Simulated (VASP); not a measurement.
GaN: single point with HSE06

GaN:

```
CELL_PARAMETERS angstrom
0.00000 2.24895 2.24895
2.24895 0.00000 2.24895
2.24895 2.24895 0.00000
ATOMIC_POSITIONS crystal
Ga 0.00000 0.00000 0.00000
N 0.25000 0.25000 0.25000
```

| Item | Value |
| --- | --- |
| Program | VASP 6.6.1 |
| Task | single point |
| Functional | HSE06 |
| Potentials or basis | VASP PAW PBE potentials, release 64 (Ga_d, N) |
| Cutoff | 520 eV |
| k mesh | 6 × 6 × 6 |
| Occupations | gaussian, width 0.01 eV |
| Spin | no spin polarisation |
| Dipole correction | no |
| Grid for exact exchange (PRECFOCK) | Normal |
| Further INCAR settings | ALGO = Normal; EDIFF = 1e-07; NBANDS = 16 |
| Share of exact exchange | 0.25 |
| Screening parameter | 0.2079 1/Å |

```yaml
Pressure: -0.1 GPa
Band_gap_on_the_k_mesh: 3.02 eV
```

Levels at points of the mesh, in eV from the valence-band top:
| k point | band 5 | band 6 | band 7 | band 8 | band 9 | band 10 | band 11 | band 12 | band 13 | band 14 |
| --- | --- | --- | --- | --- | --- | --- | --- | --- | --- | --- |
| (0.00, 0.00, 0.00) | -15.25 | -15.25 | 0.00 | 0.00 | 0.00 | 3.02 | 11.96 | 11.96 | 11.96 | 19.47 |
| (0.50, 0.00, 0.00) | -15.21 | -13.61 | -7.58 | -1.05 | -1.05 | 6.13 | 10.45 | 11.94 | 11.94 | 17.39 |
| (0.50, 0.50, 0.00) | -15.18 | -13.05 | -6.59 | -2.93 | -2.93 | 4.45 | 8.19 | 13.63 | 16.10 | 16.10 |

It took 32 min on 1 thread of Intel(R) Xeon(R) Platinum 8259CL CPU @ 2.50GHz (Skylake/Cascade Lake), with other jobs on the host, peak memory 0.25 GiB.

Caveat: the structure was generated, so it needn't be the stable form of GaN; the PAW data sets were made with another functional, which shifts forces and pressure a little.
